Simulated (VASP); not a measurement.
# CdS (P6_3mc) in VASP: a series of runs

The runs below take CdS through single point, with PBE-based screened hybrid with 25 % exact exchange, B3LYP, PBE.

Program: VASP 6.6.1. These are calculated values, not measurements. Logs are shortened: lines on timing, memory, paths and dates and some standing lists are left out, and cuts for length are marked.

## Step 1: The cell of the first run

The structure is hexagonal, space group P6_3mc (No. 186). Conventional cell: a = 4.150 Å, b = 4.150 Å, c = 6.737 Å, α = 90.00°, β = 90.00°, γ = 120.00°. Within 3.3 Å of Cd (site symmetry 3m) lie 4 S at 2.53 to 2.54 Å. S (site symmetry 3m) has 4 Cd at 2.53 to 2.54 Å within 3.3 Å.

## Step 2: Single point, PBE-based screened hybrid with 25 % exact exchange

POSCAR

```
CdS
1.0
    4.1500000000      0.0000000000      0.0000000000
   -2.0750000000      3.5940054257      0.0000000000
    0.0000000000      0.0000000000      6.7370000000
Cd S
2 2
Direct
    0.6666666667      0.3333333333      0.5000000000
    0.3333333333      0.6666666667      0.0000000000
    0.6666666667      0.3333333333      0.8750000000
    0.3333333333      0.6666666667      0.3750000000
```

INCAR.step1

```
SYSTEM = CdS
ALGO     = Normal         ! electronic algorithm
EDIFF    = 1E-5           ! SCF threshold, eV
ENCUT    = 520            ! plane-wave cutoff, eV
GGA      = PE             ! functional
ISIF     = 2              ! what is computed and relaxed
ISMEAR   = -1             ! smearing method
LASPH    = .True.         ! aspherical terms in the spheres
LREAL    = .False.        ! projectors in reciprocal space
LWAVE    = .True.         ! write WAVECAR
NBANDS   = 26             ! bands
NELM     = 100            ! most SCF steps
PREC     = Accurate       ! precision mode
SIGMA    = 0.05           ! smearing width, eV
```

INCAR.step2

```
SYSTEM = CdS
AEXX     = 0.25           ! exact-exchange fraction
ALGO     = Normal         ! electronic algorithm
EDIFF    = 1E-7           ! SCF threshold, eV
ENCUT    = 520            ! plane-wave cutoff, eV
GGA      = PE             ! functional
HFSCREEN = 0.1            ! screening, 1/A
ISIF     = 2              ! what is computed and relaxed
ISMEAR   = -1             ! smearing method
ISTART   = 1            
LASPH    = .True.         ! aspherical terms in the spheres
LCHARG   = .True.         ! write CHGCAR
LELF     = .True.         ! ELF
LHFCALC  = .True.         ! exact exchange
LREAL    = .False.        ! projectors in reciprocal space
LVHAR    = .True.       
LWAVE    = .False.        ! write WAVECAR
NBANDS   = 26             ! bands
NELM     = 100            ! most SCF steps
PREC     = Accurate       ! precision mode
PRECFOCK = Normal       
SIGMA    = 0.05           ! smearing width, eV
```

KPOINTS

```
k-points
0
Gamma
  4 4 2
  0 0 0
```

Potentials or basis: VASP PAW PBE potentials, release 64 (Cd, S).

Run with:

```console
cat potpaw_PBE.64/Cd/POTCAR potpaw_PBE.64/S/POTCAR > POTCAR
cp INCAR.step1 INCAR
mpirun -np 1 vasp_std > vasp.out
cp INCAR.step2 INCAR
mpirun -np 1 vasp_std > vasp.out
```

OUTCAR:

```text
SYSTEM = CdS
   AEXX = 0.25
   EDIFF = 1E-7
   ENCUT = 520
   GGA = PE
   HFSCREEN = 0.1
   ISIF = 2
   ISMEAR = -1
   ISTART = 1
   LASPH = .True.
   LHFCALC = .True.
   LREAL = .False.
   NELM = 100
   PREC = Accurate
   PRECFOCK = Normal

 ion  position               nearest neighbor table
   1  0.667  0.333  0.500-   3 2.53   4 2.54   4 2.54   4 2.54
   2  0.333  0.667  0.000-   4 2.53   3 2.54   3 2.54   3 2.54
   3  0.667  0.333  0.875-   1 2.53   2 2.54   2 2.54   2 2.54
   4  0.333  0.667  0.375-   2 2.53   1 2.54   1 2.54   1 2.54

  LATTYP: Found a hexagonal cell.
 ALAT       =     4.1500000000
 C/A-ratio  =     1.6233734940

  Lattice vectors:

 A1 = (   4.1500000000,   0.0000000000,   0.0000000000)
 A2 = (  -2.0750000000,   3.5940054257,   0.0000000000)
 A3 = (   0.0000000000,   0.0000000000,   6.7370000000)

Analysis of symmetry for initial positions (statically):
=====================================================================
 Subroutine PRICEL returns:
 Original cell was already a primitive cell.

 Routine SETGRP: Setting up the symmetry group for a
 hexagonal supercell.

 Subroutine GETGRP returns: Found 12 space group operations
 (whereof  6 operations were pure point group operations)
 out of a pool of 24 trial point group operations.

The static configuration has the point symmetry C_3v.
 The point group associated with its full space group is C_6v.

Analysis of symmetry for dynamics (positions and initial velocities):
=====================================================================
 Subroutine PRICEL returns:
 Original cell was already a primitive cell.

 Routine SETGRP: Setting up the symmetry group for a
 hexagonal supercell.

 Subroutine GETGRP returns: Found 12 space group operations
 (whereof  6 operations were pure point group operations)
 out of a pool of 24 trial point group operations.

The dynamic configuration has the point symmetry C_3v.
 The point group associated with its full space group is C_6v.

 Subroutine INISYM returns: Found 12 space group operations
 (whereof  6 operations are pure point group operations),
 and found     1 'primitive' translations

[... 82 lines left out ...]
   LREAL  =      F    real-space projection
   EDIFFG = 0.1E-05   stopping-criterion for IOM
   NSW    =      0    number of steps for IOM
   IBRION =     -1    ionic relax: 0-MD 1-quasi-New 2-CG
   NFREE  =      0    steps in history (QN), initial steepest desc. (CG)
   ISIF   =      2    stress and relaxation
   ISYM   =      3    0-nonsym 1-usesym 2-fastsym
   POTIM  = 0.5000    time-step for ionic-motion
   TEBEG  =    0.0;   TEEND  =   0.0 temperature during run
   PSTRESS=    0.0 pullay stress
   NELECT =      36.0000    total number of electrons
   NUPDOWN=      -1.0000    fix difference up-down
   EMIN   =  10.00;   EMAX   =-10.00  energy-range for DOS
   EFERMI =   0.00;   METHOD = LEGACY
   ISMEAR =    -1;   SIGMA  =   0.05  broadening in eV -4-tet -1-fermi 0-gaus
   EFERMI_NEDOS =   21; number of points for ismear=-14 and -15
   IALGO  =     38    algorithm
   IMIX   =      1    mixing-type and parameters
     AMIX     =   0.40;   BMIX     =  1.00
     AMIX_MAG =   1.60;   BMIX_MAG =  1.00
  volume/ion in A,a.u.               =      25.12       169.52
  Fermi-wavevector in a.u.,A,eV,Ry     =   1.162727  2.197236 18.394190  1.351935
  Thomas-Fermi vector in A             =   2.299285
   LORBIT       =      0    0 simple, 1 ext, 2 COOP (PROOUT), +10 PAW based schemes
   GGA     = PE    functional components
   LHFCALC =     T    Hartree Fock is set to
   PRECFOCK=normal    Normal, Fast or Accurate (Low or Medium for compatibility)
   ENCUT4O =  -1.0   cutoff for four orbital integrals eV
   NKREDX  =     1    reduce k-point grid by
   NKREDY  =     1    reduce k-point grid by
   NKREDZ  =     1    reduce k-point grid by
   AEXX    =    0.2500 exact exchange contribution
   HFSCREEN=    0.1000 screening length (either q_TF or 0.3 A-1)
   HFSCREENC=   0.1000 screening length for correlation (either q_TF or 0.3 A-1)
   ENCUTFOCK=  -1.0 apply spherical cutoff to Coloumb kernel
   IVDW    =     0    specifies the selected vdW correction
   LEPSILON=     F    determine dielectric tensor
   LRPA    =     F    only Hartree local field effects (RPA)
 non-spin polarized calculation
  energy-cutoff  :      520.00
  volume of cell :      100.48
 maximum number of plane-waves:      2731
 NGX is ok and might be reduce to    32
  NGX = 24; NGY = 24; NGZ = 40

 number of electron      35.9999996 magnetization

 Free energy of the ion-electron system (eV)
  ---------------------------------------------------
  ext. energy  EPLUGINS =         0.00000000
  ---------------------------------------------------
  free energy    TOTEN  =       -15.82892528 eV

  energy without entropy =      -15.82892528  energy(sigma->0) =      -15.82892528

 E-fermi :   1.5161     XC(G=0):  -7.3504

 val. band max:        0.3754065565   @ k =   0.0000   0.0000   0.0000
 cond. band min:       2.9415916847   @ k =   0.0000   0.0000   0.0000
 fundamental gap:      2.5661851282
 Fermi energy:         1.5160837567

 k-point     1 :       0.0000    0.0000    0.0000
  band No.  band energies     occupation
      1     -13.1472      2.00000
      2     -12.6923      2.00000
      3      -8.4639      2.00000
      4      -8.4422      2.00000
      5      -8.4422      2.00000
      6      -8.3556      2.00000
[... 221 lines left out ...]
     25      10.2064      0.00000
     26      10.2064      0.00000

------------------------ aborting loop because EDIFF is reached ----------------------------------------

  FORCE on cell =-STRESS in cart. coord.  units (eV):
  Direction    XX          YY          ZZ          XY          YZ          ZX
  --------------------------------------------------------------------------------------
  -------------------------------------------------------------------------------------
  Total        0.6029586      0.6029586      0.8425310      0.0000000      0.0000000      0.0000000
  in kB        9.6140125      9.6140125     13.4339309      0.0000000      0.0000000      0.0000000
  external PRESSURE =      10.8873186 kB  Pullay stress =       0.0000000 kB

 VOLUME and BASIS-vectors are now :
 -----------------------------------------------------------------------------
  energy-cutoff  :      520.00
  volume of cell :      100.48
      direct lattice vectors                 reciprocal lattice vectors
     4.150000000  0.000000000  0.000000000     0.240963855  0.139120547  0.000000000
    -2.075000000  3.594005426  0.000000000     0.000000000  0.278241094  0.000000000
     0.000000000  0.000000000  6.737000000     0.000000000  0.000000000  0.148434021

 POSITION                                       TOTAL-FORCE (eV/Angst)
 -----------------------------------------------------------------------------------
      2.07500      1.19800      3.36850         0.000000     -0.000000     -0.063005
     -0.00000      2.39600      0.00000        -0.000000      0.000000     -0.063005
      2.07500      1.19800      5.89487         0.000000     -0.000000      0.063005
     -0.00000      2.39600      2.52637        -0.000000      0.000000      0.063005
 -----------------------------------------------------------------------------------
    total drift:                                0.000000     -0.000000     -0.000504

  FREE ENERGIE OF THE ION-ELECTRON SYSTEM (eV)
  ---------------------------------------------------
  free  energy   TOTEN  =       -15.8289252772 eV

  energy  without entropy=      -15.8289252772  energy(sigma->0) =      -15.82892528
```

OUTCAR.step1:

```text
SYSTEM = CdS
   EDIFF = 1E-5
   ENCUT = 520
   GGA = PE
   ISIF = 2
   ISMEAR = -1
   LASPH = .True.
[... 444 lines left out ...]
     -0.00000      2.39600      0.00000        -0.000000     -0.000000     -0.055638
      2.07500      1.19800      5.89487         0.000000     -0.000000      0.055638
     -0.00000      2.39600      2.52637         0.000000      0.000000      0.055638
 -----------------------------------------------------------------------------------
    total drift:                               -0.000000     -0.000000     -0.000636

  FREE ENERGIE OF THE ION-ELECTRON SYSTEM (eV)
  ---------------------------------------------------
  free  energy   TOTEN  =       -12.2332201669 eV

  energy  without entropy=      -12.2332193276  energy(sigma->0) =      -12.23321975
```

It took 33 min on 1 thread of AMD EPYC 7R43 (Zen 3), shared host; peak memory 0.31 GiB.

What came out:

```yaml
Free_energy: -15.8289 eV
Pressure: 1.1 GPa
Largest_force: 0.063 eV/Å
Band_gap_on_the_k_mesh: 2.57 eV
```

Forces in eV/Å, atoms in the order of the input:
```
Cd   0.000  0.000 -0.063
Cd   0.000  0.000 -0.063
S    0.000  0.000  0.063
S    0.000  0.000  0.063
```

Stress tensor (GPa, compression positive):
```
0.96 0.00 0.00
0.00 0.96 0.00
0.00 0.00 1.34
```

Caveat: the k points lie up to 0.47 Å⁻¹ apart; the PAW data sets were made with another functional, which shifts forces and pressure a little.

## Step 3: Single point, PBE-based screened hybrid with 25 % exact exchange

POSCAR is that of step 2.

INCAR.step1

```
PREC = Accurate
ENCUT = 520
EDIFF = 1E-5
ISMEAR = -1
SIGMA = 0.05
LREAL = False
LASPH = True
NELM = 80
ALGO = Normal
ISIF = 2
LWAVE = True
LCHARG = False
GGA = PE
NBANDS = 26
```

INCAR.step2

```
PREC = Accurate
ENCUT = 520
EDIFF = 1E-6
ISMEAR = -1
SIGMA = 0.05
LREAL = False
LASPH = True
NELM = 80
ALGO = Normal
ISIF = 2
LWAVE = False
LCHARG = False
GGA = PE
LHFCALC = True
AEXX = 0.25
HFSCREEN = 0.15
PRECFOCK = Normal
ISTART = 1
NBANDS = 26
```

KPOINTS

```
Automatic mesh
0
Gamma
  4 4 2
```

Potentials or basis: VASP PAW PBE potentials, release 64 (Cd, S).

Run with:

```console
cat potpaw_PBE.64/Cd/POTCAR potpaw_PBE.64/S/POTCAR > POTCAR
cp INCAR.step1 INCAR
mpirun -np 1 vasp_std > vasp.out
cp INCAR.step2 INCAR
mpirun -np 1 vasp_std > vasp.out
```

Run time: 23 min. Hardware: 1 thread of AMD EPYC 7R43 (Zen 3), shared host; peak memory 0.31 GiB.

The run converged. Its results:

- Free energy: -15.5299 eV
- Pressure: 1.2 GPa
- Largest force: 0.063 eV/Å
- Band gap on the k mesh: 2.39 eV

Forces on the atoms (eV/Å):
```
Cd   0.000  0.000 -0.063
Cd   0.000  0.000 -0.063
S    0.000  0.000  0.063
S    0.000  0.000  0.063
```

Stress tensor (GPa, compression positive):
```
1.05 0.00 0.00
0.00 1.05 0.00
0.00 0.00 1.41
```

Levels at points of the mesh, in eV from the valence-band top:
```
           k point  band 14  band 15  band 16  band 17  band 18  band 19  band 20  band 21  band 22  band 23
(0.00, 0.00, 0.00)    -0.82    -0.82    -0.04     0.00     0.00     2.39     4.05     7.80     7.80     8.16
(0.50, 0.00, 0.00)    -3.69    -2.82    -1.99    -1.37    -0.78     5.02     5.09     6.26     7.85     8.32
(0.00, 0.00, 0.50)    -2.59    -0.42    -0.42    -0.42    -0.42     4.10     4.10     7.52     7.52     8.16
(0.50, 0.00, 0.50)    -4.38    -1.42    -1.42    -1.40    -1.40     4.68     4.68     6.67     6.67     9.32
```

Caveat: the k points lie up to 0.47 Å⁻¹ apart; the PAW data sets were made with another functional, which shifts forces and pressure a little.

[end of part 1 of 2]
